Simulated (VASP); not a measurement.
Here is a VASP 6.6.1 calculation.

File INCAR:

```
SYSTEM = Li2O
PREC     = Accurate       ! precision mode
ENCUT    = 750            ! plane-wave cutoff, eV
EDIFF    = 1E-6           ! SCF threshold, eV
ISMEAR   = -1             ! smearing method
SIGMA    = 0.03           ! smearing width, eV
LREAL    = .FALSE.        ! projectors in reciprocal space
LASPH    = .TRUE.         ! aspherical terms in the spheres
NELM     = 120            ! most SCF steps
ALGO     = Normal         ! electronic algorithm
ISIF     = 2              ! what is computed and relaxed
LWAVE    = .FALSE.        ! write WAVECAR
LCHARG   = .FALSE.        ! write CHGCAR
GGA      = PS             ! functional
NBANDS   = 13             ! bands
GGA_COMPAT= .FALSE.
```

Contents of KPOINTS:

```
Automatic mesh
0
G
  9 9 9
  0 0 0
```

Contents of POSCAR:

```
Li2O
1.0
    0.0000000000      2.2782867143      2.2782867143
    2.2782867143      0.0000000000      2.2782867143
    2.2782867143      2.2782867143      0.0000000000
Li O
2 1
Direct
    0.2500000000      0.2500000000      0.2500000000
    0.7500000000      0.7500000000      0.7500000000
    0.0000000000      0.0000000000      0.0000000000
```

Potentials or basis: VASP PAW PBE potentials, release 64 (Li_sv, O).

Launch:

```sh
$ cat potpaw_PBE.64/Li_sv/POTCAR potpaw_PBE.64/O/POTCAR > POTCAR
$ mpirun -np 1 vasp_std > vasp.out
```

(1) What does it give for the pressure?

(2) Estimate the band gap on the k mesh.

Answers

(1) 1.4 GPa.

(2) 5.01 eV, indirect (least direct gap 5.46 eV).

Caveat: the PAW data sets were made with another functional, which shifts forces and pressure a little.
